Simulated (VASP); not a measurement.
Set up this calculation in VASP 6.6.1, as the native input.

```yaml
Task: single point
Functional: LDA
Potentials_or_basis: VASP PAW LDA potentials, release 64 (Mn_pv)
Cutoff: 520 eV
k_mesh: 11 × 11 × 15
Occupations: fermi-dirac, width 0.1 eV
Spin: no spin polarisation
Dipole_correction: no
Further_INCAR_settings: ALGO = Normal; EDIFF = 1e-07; NBANDS = 26
```

The structure of Mn lies in POSCAR:

```
Mn
1.0
    3.8685989584      0.0000000000      0.0000000000
   -1.9342994792      3.3503049750      0.0000000000
    0.0000000000      0.0000000000      2.4340688138
Mn
3
Direct
    1.0000000000      1.0000000000      0.0000000000
    0.3333333333      0.6666666667      0.5000000000
    0.6666666667      0.3333333333      0.5000000000
```

This isn't the form of Mn at room conditions, which is a 58-atom cubic cell.

One way to write it, as run:

INCAR

```
SYSTEM = Mn
ALGO = Normal ; EDIFF = 1E-7
ENCUT = 520 ; ISIF = 2
ISMEAR = -1 ; LASPH = .True.
LCHARG = .True. ; LELF = .True.
LREAL = .False. ; LVHAR = .True.
LWAVE = .False. ; NBANDS = 26
NELM = 80 ; PREC = Accurate
SIGMA = 0.1
```

KPOINTS

```
k-points
0
Gamma
  11 11 15
  0 0 0
```

Potentials or basis: VASP PAW LDA potentials, release 64 (Mn_pv).

Run with:

```sh
$ cat potpaw_LDA.64/Mn_pv/POTCAR > POTCAR
$ mpirun -np 1 vasp_std > vasp.out
```

Results of the run:

| Item | Value |
| --- | --- |
| Pressure | -11.2 GPa |
| Band gap on the k mesh | zero (an odd number of electrons rules out a gap without spin polarisation) |

Caveat: the cell stands under tension; the run has no spin polarisation, though such a crystal can be magnetic.

Run time: 48 s on 1 thread of Intel(R) Xeon(R) 6975P-C (Granite Rapids), with other jobs on the host, peak memory 0.19 GiB.
